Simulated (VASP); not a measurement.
# SnS2 in VASP: a series of runs

The runs below take SnS2 through single point, relaxation of the atoms, with PBE+D3(BJ).

All numbers are computed with VASP 6.6.1; they aren't measurements. Logs are shortened: lines on timing, memory, paths and dates and some standing lists are left out, and cuts for length are marked.

### Step 1. The cell of the first run

The cell holds a slab with vacuum, 6 atoms: a = 3.670 Å, b = 3.670 Å, c = 25.756 Å, α = 90.00°, β = 90.00°, γ = 120.00°.

### Step 2. Single point, PBE+D3(BJ)

Contents of INCAR:

```
SYSTEM = SnS2
PREC = Accurate ; ENCUT = 400
EDIFF = 1E-6 ; ISMEAR = 0
SIGMA = 0.05 ; LREAL = .FALSE.
LASPH = .TRUE. ; NELM = 120
ALGO = Normal ; ISIF = 2
LWAVE = .FALSE. ; LCHARG = .FALSE.
LDIPOL = .TRUE. ; IDIPOL = 3
DIPOL = 0.5 0.5 0.500 ; GGA = PE
IVDW = 12 ; NBANDS = 35
GGA_COMPAT = .FALSE. ; NELMDL = -8
```

Contents of KPOINTS:

```
regular mesh
0
G
  9 9 1
  0 0 0
```

Contents of POSCAR:

```
SnS2
1.0
    3.6697414781      0.0000000000      0.0000000000
   -1.8348707391      3.1780893454      0.0000000000
    0.0000000000      0.0000000000     25.7562094066
S Sn
4 2
Direct
    0.3333333333      0.6666666667      0.3300175063
    0.6666666667      0.3333333333      0.4447971447
    0.3333333333      0.6666666667      0.5556719808
    0.6666666667      0.3333333333      0.6706286424
    0.0000000000      0.0000000000      0.3874073255
    0.0000000000      0.0000000000      0.6131022175
```

Potentials or basis: VASP PAW PBE potentials, release 64 (S, Sn_d).

Launch:

```console
> cat potpaw_PBE.64/S/POTCAR potpaw_PBE.64/Sn_d/POTCAR > POTCAR
> mpirun -np 1 vasp_std > vasp.out
```

OUTCAR:

```text
SYSTEM = SnS2
   PREC = Accurate
   ENCUT = 400
   EDIFF = 1E-6
   ISMEAR = 0
   LREAL = .FALSE.
   LASPH = .TRUE.
   NELM = 120
   ISIF = 2
   GGA = PE
   IVDW = 12
   NELMDL = -8
 IVDW          = 12

 ion  position               nearest neighbor table
   1  0.333  0.667  0.330-   5 2.58   5 2.58   5 2.58
   2  0.667  0.333  0.445-   5 2.58   5 2.58   5 2.58
   3  0.333  0.667  0.556-   6 2.58   6 2.58   6 2.58
   4  0.667  0.333  0.671-   6 2.59   6 2.59   6 2.59
   5  0.000  0.000  0.387-   1 2.58   2 2.58   2 2.58   1 2.58   2 2.58   1 2.58
   6  0.000  0.000  0.613-   3 2.58   3 2.58   3 2.58   4 2.59   4 2.59   4 2.59

  LATTYP: Found a hexagonal cell.
 ALAT       =     3.6697414781
 C/A-ratio  =     7.0185351094

  Lattice vectors:

 A1 = (   3.6697414781,   0.0000000000,   0.0000000000)
 A2 = (  -1.8348707391,   3.1780893454,   0.0000000000)
 A3 = (   0.0000000000,   0.0000000000,  25.7562094066)

Analysis of symmetry for initial positions (statically):
=====================================================================
 Subroutine PRICEL returns:
 Original cell was already a primitive cell.

 Routine SETGRP: Setting up the symmetry group for a
 hexagonal supercell.

 Subroutine GETGRP returns: Found  6 space group operations
 (whereof  6 operations were pure point group operations)
 out of a pool of 24 trial point group operations.

The static configuration has the point symmetry C_3v.

Analysis of symmetry for dynamics (positions and initial velocities):
=====================================================================
 Subroutine PRICEL returns:
 Original cell was already a primitive cell.

 Routine SETGRP: Setting up the symmetry group for a
 hexagonal supercell.

 Subroutine GETGRP returns: Found  6 space group operations
 (whereof  6 operations were pure point group operations)
 out of a pool of 24 trial point group operations.

The dynamic configuration has the point symmetry C_3v.

 Subroutine INISYM returns: Found  6 space group operations
 (whereof  6 operations are pure point group operations),
 and found     1 'primitive' translations

----------------------------------------------------------------------------------------

                                     Primitive cell

  volume of cell :     300.3887

  direct lattice vectors                    reciprocal lattice vectors
     3.669741478  0.000000000  0.000000000     0.272498759  0.157327232  0.000000000
    -1.834870739  3.178089345  0.000000000     0.000000000  0.314654464  0.000000000
     0.000000000  0.000000000 25.756209407     0.000000000  0.000000000  0.038825589

  length of vectors
     3.669741478  3.669741478 25.756209407     0.314654464  0.314654464  0.038825589

  position of ions in fractional coordinates (direct lattice)
     0.333333333  0.666666667  0.330017506
     0.666666667  0.333333333  0.444797145
     0.333333333  0.666666667  0.555671981
     0.666666667  0.333333333  0.670628642
     0.000000000  0.000000000  0.387407325
     0.000000000  0.000000000  0.613102217

  ion indices of the primitive-cell ions
   primitive index   ion index
                 1           1
                 2           2
                 3           3
                 4           4
                 5           5
                 6           6

----------------------------------------------------------------------------------------

 KPOINTS: regular mesh

Automatic generation of k-mesh.
 Grid dimensions read from file:
 generate k-points for:    9    9    1

 Generating k-lattice:

  Cartesian coordinates                     Fractional coordinates (reciprocal lattice)
     0.030277640  0.017480804  0.000000000     0.111111111  0.000000000  0.000000000
     0.000000000  0.034961607  0.000000000     0.000000000  0.111111111  0.000000000
     0.000000000  0.000000000  0.038825589     0.000000000  0.000000000  1.000000000

  Length of vectors
     0.034961607  0.034961607  0.038825589

  Shift w.r.t. Gamma in fractional coordinates (k-lattice)
     0.000000000  0.000000000  0.000000000

 Subroutine IBZKPT returns following result:
 ===========================================

 Found     12 irreducible k-points:

 Following reciprocal coordinates:
            Coordinates               Weight
  0.000000  0.000000  0.000000      1.000000
  0.111111  0.000000  0.000000      6.000000
  0.222222  0.000000  0.000000      6.000000
  0.333333  0.000000  0.000000      6.000000
  0.444444  0.000000  0.000000      6.000000
  0.111111  0.111111  0.000000      6.000000
  0.222222  0.111111  0.000000     12.000000
  0.333333  0.111111  0.000000     12.000000
  0.444444  0.111111  0.000000      6.000000
  0.222222  0.222222  0.000000      6.000000
  0.333333  0.222222  0.000000     12.000000
  0.333333  0.333333  0.000000      2.000000
   k-points           NKPTS =     12   k-points in BZ     NKDIM =     12   number of bands    NBANDS=     35
   number of dos      NEDOS =    301   number of ions     NIONS =      6
   total plane-waves  NPLWV =  96768
   dimension x,y,z NGX =    24 NGY =   24 NGZ =  168
   dimension x,y,z NGXF=    48 NGYF=   48 NGZF=  336
   ions per type =               4   2
   NGX,Y,Z   is equivalent  to a cutoff of  10.87, 10.87, 10.84 a.u.
   NGXF,Y,Z  is equivalent  to a cutoff of  21.74, 21.74, 21.69 a.u.
 SYSTEM =  SnS2
   PREC   = accura    normal or accurate (medium, high low for compatibility)
   ISTART =      0    job   : 0-new  1-cont  2-samecut
   ICHARG =      2    charge: 1-file 2-atom 10-const
   ISPIN  =      1    spin polarized calculation?
   LNONCOLLINEAR =      F non collinear calculations
   LSORBIT =      F    spin-orbit coupling
   LASPH  =      T    aspherical Exc in radial PAW
   ENCUT  =  400.0 eV  29.40 Ry    5.42 a.u.   5.98  5.98 42.00*2*pi/ulx,y,z
   NELM   =    120;   NELMIN=  2; NELMDL= -8     # of ELM steps
   EDIFF  = 0.1E-05   stopping-criterion for ELM
   LREAL  =      F    real-space projection
   EDIFFG = 0.1E-04   stopping-criterion for IOM
   NSW    =      0    number of steps for IOM
   IBRION =     -1    ionic relax: 0-MD 1-quasi-New 2-CG
   NFREE  =      0    steps in history (QN), initial steepest desc. (CG)
   ISIF   =      2    stress and relaxation
   ISYM   =      2    0-nonsym 1-usesym 2-fastsym
   POTIM  = 0.5000    time-step for ionic-motion
   TEBEG  =    0.0;   TEEND  =   0.0 temperature during run
   PSTRESS=    0.0 pullay stress
   NELECT =      52.0000    total number of electrons
   NUPDOWN=      -1.0000    fix difference up-down
   EMIN   =  10.00;   EMAX   =-10.00  energy-range for DOS
   EFERMI =   0.00;   METHOD = LEGACY
   ISMEAR =     0;   SIGMA  =   0.05  broadening in eV -4-tet -1-fermi 0-gaus
   EFERMI_NEDOS =   21; number of points for ismear=-14 and -15
   IALGO  =     38    algorithm
   IMIX   =      4    mixing-type and parameters
     AMIX     =   0.40;   BMIX     =  1.00
     AMIX_MAG =   1.60;   BMIX_MAG =  1.00
  volume/ion in A,a.u.               =      50.06       337.85
  Fermi-wavevector in a.u.,A,eV,Ry     =   0.912392  1.724171 11.326293  0.832459
  Thomas-Fermi vector in A             =   2.036782
   LORBIT       =      0    0 simple, 1 ext, 2 COOP (PROOUT), +10 PAW based schemes
   GGA     = PE    functional components
   LHFCALC =     F    Hartree Fock is set to
   AEXX    =    0.0000 exact exchange contribution
   IVDW    =    12    specifies the selected vdW correction
   LEPSILON=     F    determine dielectric tensor
   LRPA    =     F    only Hartree local field effects (RPA)
 non-spin polarized calculation
 Gauss-broadening in eV      SIGMA  =   0.05
  energy-cutoff  :      400.00
  volume of cell :      300.39
 maximum number of plane-waves:      5508
 NGX is ok and might be reduce to    24
   NGX = 11   NGY = 11   NGZ = 85

 dipolmoment           0.000000      0.000000     -0.000000 electrons x Angstroem

 number of electron      52.0000019 magnetization

 dipolmoment           0.000000      0.000000      0.000461 electrons x Angstroem

 Free energy of the ion-electron system (eV)
  ---------------------------------------------------
  ext. energy  EPLUGINS =         0.00000000
  ---------------------------------------------------
  free energy    TOTEN  =       -26.36394703 eV

  energy without entropy =      -26.36394703  energy(sigma->0) =      -26.36394703

 E-fermi :  -1.3595     XC(G=0):  -4.7885

 val. band max:       -1.6354398350   @ k =   0.1111   0.0000   0.0000
 cond. band min:      -0.0531061263   @ k =   0.4444   0.0000   0.0000
 fundamental gap:      1.5823337087
 Fermi energy:        -1.3595210897

 k-point     1 :       0.0000    0.0000    0.0000
  band No.  band energies     occupation
      1     -22.4236      2.00000
      2     -22.4236      2.00000
      3     -22.4186      2.00000
      4     -22.4186      2.00000
      5     -22.3840      2.00000
      6     -22.3790      2.00000
[... 27 lines left out ...]
     34       3.8640      0.00000
     35       4.6651      0.00000

 k-point     2 :       0.1111    0.0000    0.0000
  band No.  band energies     occupation
      1     -22.4307      2.00000
      2     -22.4256      2.00000
      3     -22.4167      2.00000
      4     -22.4117      2.00000
      5     -22.3788      2.00000
      6     -22.3737      2.00000
[... 27 lines left out ...]
     34       4.1644      0.00000
     35       4.8792      0.00000

 k-point     3 :       0.2222    0.0000    0.0000
  band No.  band energies     occupation
      1     -22.4515      2.00000
      2     -22.4463      2.00000
      3     -22.4024      2.00000
      4     -22.3973      2.00000
      5     -22.3769      2.00000
      6     -22.3720      2.00000
[... 27 lines left out ...]
     34       4.7463      0.00000
     35       5.3802      0.00000

 k-point     4 :       0.3333    0.0000    0.0000
  band No.  band energies     occupation
      1     -22.4774      2.00000
      2     -22.4720      2.00000
      3     -22.3941      2.00000
      4     -22.3889      2.00000
      5     -22.3872      2.00000
      6     -22.3824      2.00000
[... 27 lines left out ...]
     34       5.1087      0.00000
     35       5.2870      0.00000

 k-point     5 :       0.4444    0.0000    0.0000
  band No.  band energies     occupation
      1     -22.4948      2.00000
      2     -22.4894      2.00000
      3     -22.3937      2.00000
      4     -22.3926      2.00000
      5     -22.3889      2.00000
      6     -22.3874      2.00000
[... 27 lines left out ...]
     34       4.9402      0.00000
     35       5.2006      0.00000

 k-point     6 :       0.1111    0.1111    0.0000
  band No.  band energies     occupation
      1     -22.4421      2.00000
      2     -22.4369      2.00000
      3     -22.4096      2.00000
      4     -22.4045      2.00000
      5     -22.3699      2.00000
      6     -22.3698      2.00000
[... 27 lines left out ...]
     34       4.6320      0.00000
     35       5.2527      0.00000

 k-point     7 :       0.2222    0.1111    0.0000
  band No.  band energies     occupation
      1     -22.4618      2.00000
      2     -22.4565      2.00000
      3     -22.4027      2.00000
      4     -22.3975      2.00000
      5     -22.3790      2.00000
      6     -22.3742      2.00000
[... 27 lines left out ...]
     34       5.0837      0.00000
     35       5.4944      0.00000

 k-point     8 :       0.3333    0.1111    0.0000
  band No.  band energies     occupation
      1     -22.4811      2.00000
      2     -22.4757      2.00000
      3     -22.4003      2.00000
      4     -22.3951      2.00000
      5     -22.3865      2.00000
      6     -22.3817      2.00000
[... 27 lines left out ...]
     34       5.0566      0.00000
     35       5.3943      0.00000

 k-point     9 :       0.4444    0.1111    0.0000
  band No.  band energies     occupation
      1     -22.4889      2.00000
      2     -22.4835      2.00000
      3     -22.4003      2.00000
      4     -22.3950      2.00000
      5     -22.3895      2.00000
      6     -22.3847      2.00000
[... 27 lines left out ...]
     34       5.0160      0.00000
     35       5.2017      0.00000

 k-point    10 :       0.2222    0.2222    0.0000
  band No.  band energies     occupation
      1     -22.4668      2.00000
      2     -22.4614      2.00000
      3     -22.4111      2.00000
      4     -22.4058      2.00000
      5     -22.3763      2.00000
      6     -22.3715      2.00000
[... 27 lines left out ...]
     34       5.3009      0.00000
     35       5.9596      0.00000

 k-point    11 :       0.3333    0.2222    0.0000
  band No.  band energies     occupation
      1     -22.4682      2.00000
      2     -22.4628      2.00000
      3     -22.4192      2.00000
      4     -22.4139      2.00000
      5     -22.3752      2.00000
      6     -22.3705      2.00000
[... 27 lines left out ...]
     34       5.6267      0.00000
     35       5.6610      0.00000

 k-point    12 :       0.3333    0.3333    0.0000
  band No.  band energies     occupation
      1     -22.4447      2.00000
      2     -22.4445      2.00000
      3     -22.4395      2.00000
      4     -22.4389      2.00000
      5     -22.3578      2.00000
      6     -22.3578      2.00000
[... 27 lines left out ...]
     34       6.0358      0.00000
     35       6.5455      0.00000

------------------------ aborting loop because EDIFF is reached ----------------------------------------

 vacuum level on the upper side and lower side of the slab       (xc-potential included)        -0.267        -0.274

 Edisp (eV)   -1.66676

 E8    (eV) :    -0.7053

  FORCE on cell =-STRESS in cart. coord.  units (eV):
  Direction    XX          YY          ZZ          XY          YZ          ZX
  --------------------------------------------------------------------------------------
  -------------------------------------------------------------------------------------
  Total      -0.17313    -0.17313    -0.01095     0.00000     0.00000     0.00000
  in kB      -0.92344    -0.92344    -0.05840     0.00000     0.00000     0.00000
  external pressure =       -0.64 kB  Pullay stress =        0.00 kB

 VOLUME and BASIS-vectors are now :
 -----------------------------------------------------------------------------
  energy-cutoff  :      400.00
  volume of cell :      300.39
      direct lattice vectors                 reciprocal lattice vectors
     3.669741478  0.000000000  0.000000000     0.272498759  0.157327232  0.000000000
    -1.834870739  3.178089345  0.000000000     0.000000000  0.314654464  0.000000000
     0.000000000  0.000000000 25.756209407     0.000000000  0.000000000  0.038825589

 POSITION                                       TOTAL-FORCE (eV/Angst)
 -----------------------------------------------------------------------------------
     -0.00000      2.11873      8.50000        -0.000000      0.000000     -0.031836
      1.83487      1.05936     11.45629         0.000000      0.000000      0.008937
     -0.00000      2.11873     14.31200         0.000000     -0.000000      0.003817
      1.83487      1.05936     17.27285         0.000000      0.000000     -0.004529
      0.00000      0.00000      9.97814        -0.000000      0.000000      0.022433
      0.00000      0.00000     15.79119        -0.000000      0.000000      0.001178
 -----------------------------------------------------------------------------------
    total drift:                                0.000000      0.000000      0.000039

  FREE ENERGIE OF THE ION-ELECTRON SYSTEM (eV)
  ---------------------------------------------------
  free  energy   TOTEN  =       -28.0307040823 eV

  energy  without entropy=      -28.0307040823  energy(sigma->0) =      -28.03070408

 vacuum level on the upper side and lower side of the slab         4.859         4.852
```

Run time: 2.9 min. Hardware: 1 thread of Intel Xeon 8259CL, shared host; peak memory 0.33 GiB.

What came out:

```yaml
Free_energy: -28.0307 eV
Largest_force: 0.032 eV/Å
Band_gap_on_the_k_mesh: 1.58 eV, indirect (least direct gap 1.77 eV)
Dispersion_energy_per_atom: -0.278 eV
```

Forces on the atoms (eV/Å):
```
S    0.000  0.000 -0.032
S    0.000  0.000  0.009
S    0.000  0.000  0.004
S    0.000  0.000 -0.005
Sn   0.000  0.000  0.022
Sn   0.000  0.000  0.001
```

Levels at points of the mesh, in eV from the valence-band top:
```csv
k point,band 22,band 23,band 24,band 25,band 26,band 27,band 28,band 29,band 30,band 31
"(0.00, 0.00, 0.00)",-0.35,-0.18,-0.18,-0.10,-0.10,2.21,2.86,3.80,3.84,5.35
```

Caveat: spin-orbit coupling is left out, which moves the levels of the heavy elements.

(Continued in part 2 of 2.)
